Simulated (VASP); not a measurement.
Input of a VASP 6.6.1 run:

The input INCAR:

```
SYSTEM = BN
  ALGO = Normal
  EDIFF = 1E-8
  ENCUT = 520
  ISIF = 2
  ISMEAR = 0
  LASPH = .TRUE.
  LCALCEPS = .TRUE.
  LCHARG = .FALSE.
  LMIXTAU = .TRUE.
  LREAL = .FALSE.
  LWAVE = .FALSE.
  METAGGA = R2SCAN
  NELM = 60
  PREC = Accurate
  SIGMA = 0.01
```

File KPOINTS:

```
k-points
0
G
  9 9 6
  0 0 0
```

Contents of POSCAR:

```
BN
1.0
    2.6202684995      0.0000000000      0.0000000000
   -1.3101342498      2.2692190853      0.0000000000
    0.0000000000      0.0000000000      4.3340498018
B N
2 2
Direct
    0.3333333333      0.6666666667     -0.0001895886
    0.6666666667      0.3333333333      0.4998104114
    0.3333333333      0.6666666667      0.3751895886
    0.6666666667      0.3333333333      0.8751895886
```

Potentials or basis: VASP PAW PBE potentials, release 64 (B, N).

Command:

```sh
$ cat potpaw_PBE.64/B/POTCAR potpaw_PBE.64/N/POTCAR > POTCAR
$ mpirun -np 1 vasp_std > vasp.out
```

Q: What does it give for the electronic dielectric tensor (diagonal)?

A: 4.54, 4.54, 4.72.

Q: Estimate the Born charges (mean of the diagonal).

A: B +2.02; N -2.02 e.

Q: Predict the band gap on the k mesh.

A: 5.87 eV, indirect (least direct gap 8.50 eV).

Born effective charge tensors (e):
atom 1, B
```
1.99 0.00 0.00
0.00 1.99 0.00
0.00 0.00 2.09
```
atom 2, B
```
1.99 0.00 0.00
0.00 1.99 0.00
0.00 0.00 2.09
```
atom 3, N
```
-1.99  0.00  0.00
 0.00 -1.99  0.00
 0.00  0.00 -2.09
```
atom 4, N
```
-1.99  0.00  0.00
 0.00 -1.99  0.00
 0.00  0.00 -2.09
```

Caveat: the cell differs from its parent crystal (strain +3.0%). A k mesh can miss the band edges.
